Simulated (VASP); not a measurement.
# K (Pm-3m) in VASP: notebook

K is run at these levels: PBE; tasks: single point.

All numbers are computed with VASP 6.6.1; they aren't measurements. Logs are shortened: lines on timing, memory, paths and dates and some standing lists are left out, and cuts for length are marked.

### 1 The cell of the first run

The structure is cubic, space group Pm-3m (No. 221). The conventional cell has a = 4.352 Å, b = 4.352 Å, c = 4.352 Å, α = 90.00°, β = 90.00°, γ = 90.00°. K (site symmetry m-3m) has 6 K at 4.35 Å within 5.7 Å.

This isn't the form of K at room conditions, which is bcc.

### 2 Single point, PBE (82.45 Å³/atom)

Contents of INCAR:

```
PREC = Accurate ; ENCUT = 520
EDIFF = 1E-6 ; ISMEAR = -1
SIGMA = 0.1 ; LREAL = False
LASPH = True ; NELM = 60
ALGO = Normal ; ISIF = 2
LWAVE = False ; LCHARG = False
GGA = PE ; NBANDS = 10
```

Contents of KPOINTS:

```
Automatic mesh
0
Gamma
  12 12 12
```

Contents of POSCAR:

```
K
1.0
    4.3524320016      0.0000000000      0.0000000000
    0.0000000000      4.3524320016      0.0000000000
    0.0000000000      0.0000000000      4.3524320016
K
1
Direct
    0.0000000000      0.0000000000      0.0000000000
```

Potentials or basis: VASP PAW PBE potentials, release 64 (K_sv).

The run is started by

```sh
> cat potpaw_PBE.64/K_sv/POTCAR > POTCAR
> mpirun -np 1 vasp_std > vasp.out
```

OUTCAR:

```text
PREC = Accurate
   ENCUT = 520
   EDIFF = 1E-6
   ISMEAR = -1
   LREAL = False
   LASPH = True
   NELM = 60
   ISIF = 2
   GGA = PE

 ion  position               nearest neighbor table
   1  0.000  0.000  0.000-

  LATTYP: Found a simple cubic cell.
 ALAT       =     4.3524320016

  Lattice vectors:

 A1 = (   4.3524320016,   0.0000000000,   0.0000000000)
 A2 = (   0.0000000000,   4.3524320016,   0.0000000000)
 A3 = (   0.0000000000,   0.0000000000,   4.3524320016)

Analysis of symmetry for initial positions (statically):
=====================================================================
 Subroutine PRICEL returns:
 Original cell was already a primitive cell.

 Routine SETGRP: Setting up the symmetry group for a
 simple cubic supercell.

 Subroutine GETGRP returns: Found 48 space group operations
 (whereof 48 operations were pure point group operations)
 out of a pool of 48 trial point group operations.

The static configuration has the point symmetry O_h .

Analysis of symmetry for dynamics (positions and initial velocities):
=====================================================================
 Subroutine PRICEL returns:
 Original cell was already a primitive cell.

 Routine SETGRP: Setting up the symmetry group for a
 simple cubic supercell.

 Subroutine GETGRP returns: Found 48 space group operations
 (whereof 48 operations were pure point group operations)
 out of a pool of 48 trial point group operations.

The dynamic configuration has the point symmetry O_h .

 Subroutine INISYM returns: Found 48 space group operations
 (whereof 48 operations are pure point group operations),
 and found     1 'primitive' translations

----------------------------------------------------------------------------------------

                                     Primitive cell

  volume of cell :      82.4510

  direct lattice vectors                    reciprocal lattice vectors
     4.352432002  0.000000000  0.000000000     0.229756605  0.000000000  0.000000000
     0.000000000  4.352432002  0.000000000     0.000000000  0.229756605  0.000000000
     0.000000000  0.000000000  4.352432002     0.000000000  0.000000000  0.229756605

  length of vectors
     4.352432002  4.352432002  4.352432002     0.229756605  0.229756605  0.229756605

  position of ions in fractional coordinates (direct lattice)
     0.000000000  0.000000000  0.000000000

  ion indices of the primitive-cell ions
   primitive index   ion index
                 1           1

----------------------------------------------------------------------------------------

 KPOINTS: Automatic mesh

Automatic generation of k-mesh.
 Grid dimensions read from file:
 generate k-points for:   12   12   12

 Generating k-lattice:

  Cartesian coordinates                     Fractional coordinates (reciprocal lattice)
     0.019146384  0.000000000  0.000000000     0.083333333  0.000000000  0.000000000
     0.000000000  0.019146384  0.000000000     0.000000000  0.083333333  0.000000000
     0.000000000  0.000000000  0.019146384     0.000000000  0.000000000  0.083333333

  Length of vectors
     0.019146384  0.019146384  0.019146384

  Shift w.r.t. Gamma in fractional coordinates (k-lattice)
     0.000000000  0.000000000  0.000000000

 Subroutine IBZKPT returns following result:
 ===========================================

 Found     84 irreducible k-points:

 Following reciprocal coordinates:
            Coordinates               Weight
  0.000000  0.000000  0.000000      1.000000
  0.083333  0.000000  0.000000      6.000000
  0.166667  0.000000  0.000000      6.000000
  0.250000  0.000000  0.000000      6.000000
  0.333333  0.000000  0.000000      6.000000
  0.416667  0.000000  0.000000      6.000000
[... 16 lines left out ...]
  0.333333  0.333333  0.000000     12.000000
  0.416667  0.333333  0.000000     24.000000
 [... further k-points ...]
   k-points           NKPTS =     84   k-points in BZ     NKDIM =     84   number of bands    NBANDS=     10
   number of dos      NEDOS =    301   number of ions     NIONS =      1
   total plane-waves  NPLWV =  32768
   dimension x,y,z NGX =    32 NGY =   32 NGZ =   32
   dimension x,y,z NGXF=    64 NGYF=   64 NGZF=   64
   ions per type =               1
   NGX,Y,Z   is equivalent  to a cutoff of  12.22, 12.22, 12.22 a.u.
   NGXF,Y,Z  is equivalent  to a cutoff of  24.45, 24.45, 24.45 a.u.
 SYSTEM =  unknown system
   PREC   = accura    normal or accurate (medium, high low for compatibility)
   ISTART =      0    job   : 0-new  1-cont  2-samecut
   ICHARG =      2    charge: 1-file 2-atom 10-const
   ISPIN  =      1    spin polarized calculation?
   LNONCOLLINEAR =      F non collinear calculations
   LSORBIT =      F    spin-orbit coupling
   LASPH  =      T    aspherical Exc in radial PAW
   ENCUT  =  520.0 eV  38.22 Ry    6.18 a.u.   8.09  8.09  8.09*2*pi/ulx,y,z
   NELM   =     60;   NELMIN=  2; NELMDL= -5     # of ELM steps
   EDIFF  = 0.1E-05   stopping-criterion for ELM
   LREAL  =      F    real-space projection
   EDIFFG = 0.1E-04   stopping-criterion for IOM
   NSW    =      0    number of steps for IOM
   IBRION =     -1    ionic relax: 0-MD 1-quasi-New 2-CG
   NFREE  =      0    steps in history (QN), initial steepest desc. (CG)
   ISIF   =      2    stress and relaxation
   ISYM   =      2    0-nonsym 1-usesym 2-fastsym
   POTIM  = 0.5000    time-step for ionic-motion
   TEBEG  =    0.0;   TEEND  =   0.0 temperature during run
   PSTRESS=    0.0 pullay stress
   NELECT =       9.0000    total number of electrons
   NUPDOWN=      -1.0000    fix difference up-down
   EMIN   =  10.00;   EMAX   =-10.00  energy-range for DOS
   EFERMI =   0.00;   METHOD = LEGACY
   ISMEAR =    -1;   SIGMA  =   0.10  broadening in eV -4-tet -1-fermi 0-gaus
   EFERMI_NEDOS =   21; number of points for ismear=-14 and -15
   IALGO  =     38    algorithm
   IMIX   =      4    mixing-type and parameters
     AMIX     =   0.40;   BMIX     =  1.00
     AMIX_MAG =   1.60;   BMIX_MAG =  1.00
  volume/ion in A,a.u.               =      82.45       556.41
  Fermi-wavevector in a.u.,A,eV,Ry     =   0.782391  1.478504  8.328605  0.612135
  Thomas-Fermi vector in A             =   1.886104
   LORBIT       =      0    0 simple, 1 ext, 2 COOP (PROOUT), +10 PAW based schemes
   GGA     = PE    functional components
   LHFCALC =     F    Hartree Fock is set to
   AEXX    =    0.0000 exact exchange contribution
   IVDW    =     0    specifies the selected vdW correction
   LEPSILON=     F    determine dielectric tensor
   LRPA    =     F    only Hartree local field effects (RPA)
 non-spin polarized calculation
  energy-cutoff  :      520.00
  volume of cell :       82.45
 maximum number of plane-waves:      2272
   NGX = 17   NGY = 17   NGZ = 17

 number of electron       9.0000003 magnetization

 Free energy of the ion-electron system (eV)
  ---------------------------------------------------
  ext. energy  EPLUGINS =         0.00000000
  ---------------------------------------------------
  free energy    TOTEN  =        -0.95498392 eV

  energy without entropy =       -0.92831955  energy(sigma->0) =       -0.94165173

 E-fermi :  -0.3263     XC(G=0):  -5.3729

 val. band max:       -0.3653436332   @ k =   0.3333   0.2500   0.2500
 cond. band min:      -0.3141145150   @ k =   0.5000   0.0833   0.0000
 fundamental gap:      0.0512291181
 Fermi energy:        -0.3263495141

 k-point     1 :       0.0000    0.0000    0.0000
  band No.  band energies     occupation
      1     -32.6844      2.00000
      2     -16.1285      2.00000
      3     -16.1285      2.00000
      4     -16.1285      2.00000
      5      -2.3379      2.00000
      6       2.5552      0.00000
      7       2.5552      0.00000
      8       5.7446      0.00000
      9       5.7447      0.00000
     10       5.7453      0.00000

 k-point     2 :       0.0833    0.0000    0.0000
  band No.  band energies     occupation
      1     -32.6841      2.00000
      2     -16.1337      2.00000
      3     -16.1281      2.00000
      4     -16.1281      2.00000
      5      -2.2751      2.00000
      6       2.4856      0.00000
      7       2.5870      0.00000
      8       5.3804      0.00000
      9       5.3804      0.00000
     10       5.5892      0.00000

 k-point     3 :       0.1667    0.0000    0.0000
  band No.  band energies     occupation
      1     -32.6835      2.00000
      2     -16.1476      2.00000
      3     -16.1269      2.00000
      4     -16.1269      2.00000
      5      -2.0890      2.00000
      6       2.2256      0.00000
      7       2.6782      0.00000
      8       5.0092      0.00000
      9       5.0092      0.00000
     10       5.2633      0.00000

 k-point     4 :       0.2500    0.0000    0.0000
  band No.  band energies     occupation
      1     -32.6826      2.00000
      2     -16.1665      2.00000
      3     -16.1254      2.00000
      4     -16.1254      2.00000
      5      -1.7855      2.00000
      6       1.7310      0.00000
      7       2.8147      0.00000
      8       4.6999      0.00000
      9       4.6999      0.00000
     10       5.2611      0.00000

 k-point     5 :       0.3333    0.0000    0.0000
  band No.  band energies     occupation
      1     -32.6817      2.00000
      2     -16.1853      2.00000
      3     -16.1238      2.00000
      4     -16.1238      2.00000
      5      -1.3741      1.99994
      6       1.0862      0.00000
      7       2.9691      0.00000
      8       4.4681      0.00000
      9       4.4681      0.00000
     10       5.5642      0.00000

 k-point     6 :       0.4167    0.0000    0.0000
  band No.  band energies     occupation
      1     -32.6810      2.00000
      2     -16.1990      2.00000
      3     -16.1226      2.00000
      4     -16.1226      2.00000
      5      -0.8687      1.99121
      6       0.4061      0.00132
      7       3.0973      0.00000
      8       4.3246      0.00000
      9       4.3246      0.00000
     10       5.9171      0.00000
[... 183 lines left out ...]
 k-point    21 :       0.4167    0.2500    0.0000
  band No.  band energies     occupation
      1     -32.6793      2.00000
      2     -16.1945      2.00000
      3     -16.1592      2.00000
      4     -16.1195      2.00000
      5      -0.3675      1.20304
      6       0.8272      0.00002
      7       2.6916      0.00000
      8       3.3583      0.00000
      9       4.5127      0.00000
     10       5.1375      0.00000

 k-point    22 :       0.5000    0.2500    0.0000
  band No.  band energies     occupation
      1     -32.6790      2.00000
      2     -16.1994      2.00000
      3     -16.1587      2.00000
      4     -16.1191      2.00000
      5       0.1838      0.01210
      6       0.2150      0.00887
      7       3.0124      0.00000
      8       3.0508      0.00000
      9       4.4708      0.00000
     10       5.1524      0.00000

 k-point    23 :       0.3333    0.3333    0.0000
  band No.  band energies     occupation
      1     -32.6790      2.00000
      2     -16.1795      2.00000
      3     -16.1783      2.00000
      4     -16.1191      2.00000
      5      -0.4751      1.63132
      6       1.6549      0.00000
      7       1.9197      0.00000
      8       3.3761      0.00000
      9       4.6664      0.00000
     10       4.9238      0.00000

 k-point    24 :       0.4167    0.3333    0.0000
  band No.  band energies     occupation
      1     -32.6784      2.00000
      2     -16.1922      2.00000
      3     -16.1773      2.00000
      4     -16.1180      2.00000
      5      -0.0131      0.08360
      6       1.1339      0.00000
      7       2.1796      0.00000
      8       3.0440      0.00000
      9       4.6164      0.00000
     10       4.8959      0.00000

 [... further k-points ...]

------------------------ aborting loop because EDIFF is reached ----------------------------------------

  FORCE on cell =-STRESS in cart. coord.  units (eV):
  Direction    XX          YY          ZZ          XY          YZ          ZX
  --------------------------------------------------------------------------------------
  -------------------------------------------------------------------------------------
  Total       -0.0533234     -0.0533234     -0.0533234      0.0000000      0.0000000      0.0000000
  in kB       -1.0361737     -1.0361737     -1.0361737      0.0000000      0.0000000      0.0000000
  external PRESSURE =      -1.0361737 kB  Pullay stress =       0.0000000 kB

 VOLUME and BASIS-vectors are now :
 -----------------------------------------------------------------------------
  energy-cutoff  :      520.00
  volume of cell :       82.45
      direct lattice vectors                 reciprocal lattice vectors
     4.352432002  0.000000000  0.000000000     0.229756605  0.000000000  0.000000000
     0.000000000  4.352432002  0.000000000     0.000000000  0.229756605  0.000000000
     0.000000000  0.000000000  4.352432002     0.000000000  0.000000000  0.229756605

 POSITION                                       TOTAL-FORCE (eV/Angst)
 -----------------------------------------------------------------------------------
      0.00000      0.00000      0.00000         0.000000      0.000000      0.000000
 -----------------------------------------------------------------------------------
    total drift:                               -0.000000      0.000000      0.000000

  FREE ENERGIE OF THE ION-ELECTRON SYSTEM (eV)
  ---------------------------------------------------
  free  energy   TOTEN  =        -0.9549839160 eV

  energy  without entropy=       -0.9283195499  energy(sigma->0) =       -0.94165173
```

Wall time 16 s (1 thread of Intel Xeon Platinum 8488C (Sapphire Rapids), shared host); peak memory 0.21 GiB.

Results:

* Free energy: -0.9550 eV
* Pressure: -0.1 GPa
* Band gap on the k mesh: zero (an odd number of electrons rules out a gap without spin polarisation)

### 3 Single point, PBE (85.62 Å³/atom)

This run uses another cell than the first one, of 85.62 Å³/atom.

Contents of INCAR:

```
SYSTEM = K
PREC = Accurate ; ENCUT = 520
EDIFF = 1E-6 ; ISMEAR = -1
SIGMA = 0.1 ; LREAL = .FALSE.
LASPH = .TRUE. ; NELM = 80
ALGO = Normal ; ISIF = 2
LWAVE = .FALSE. ; LCHARG = .TRUE.
GGA = PE ; LELF = .TRUE.
LVHAR = .TRUE. ; NBANDS = 10
```

Contents of KPOINTS:

```
Automatic mesh
0
G
  12 12 12
  0 0 0
```

Contents of POSCAR:

```
K
1.0
    4.4075319269      0.0000000000      0.0000000000
    0.0000000000      4.4075319269      0.0000000000
    0.0000000000      0.0000000000      4.4075319269
K
1
Direct
    0.0000000000      0.0000000000      0.0000000000
```

Potentials or basis: VASP PAW PBE potentials, release 64 (K_sv).

The run is started by

```sh
> cat potpaw_PBE.64/K_sv/POTCAR > POTCAR
> mpirun -np 1 vasp_std > vasp.out
```

Run time: 26 s. Hardware: 1 thread of Intel Xeon Platinum 8488C (Sapphire Rapids), shared host; peak memory 0.23 GiB.

Results (log left out):

* Free energy: -0.9523 eV
* Pressure: -0.2 GPa
* Band gap on the k mesh: zero (an odd number of electrons rules out a gap without spin polarisation)

Levels at points of the mesh, in eV from the Fermi level:
| k point | band 2 | band 3 | band 4 | band 5 | band 6 | band 7 |
| --- | --- | --- | --- | --- | --- | --- |
| (0.00, 0.00, 0.00) | -15.82 | -15.82 | -15.82 | -1.96 | 2.87 | 2.87 |
| (0.50, 0.00, 0.00) | -15.89 | -15.82 | -15.82 | -0.06 | 0.19 | 3.45 |
| (0.50, 0.50, 0.00) | -15.88 | -15.88 | -15.81 | 1.20 | 1.96 | 2.04 |
| (0.50, 0.50, 0.50) | -15.87 | -15.87 | -15.87 | 2.30 | 2.30 | 2.30 |

(Continued in part 2 of 2.)
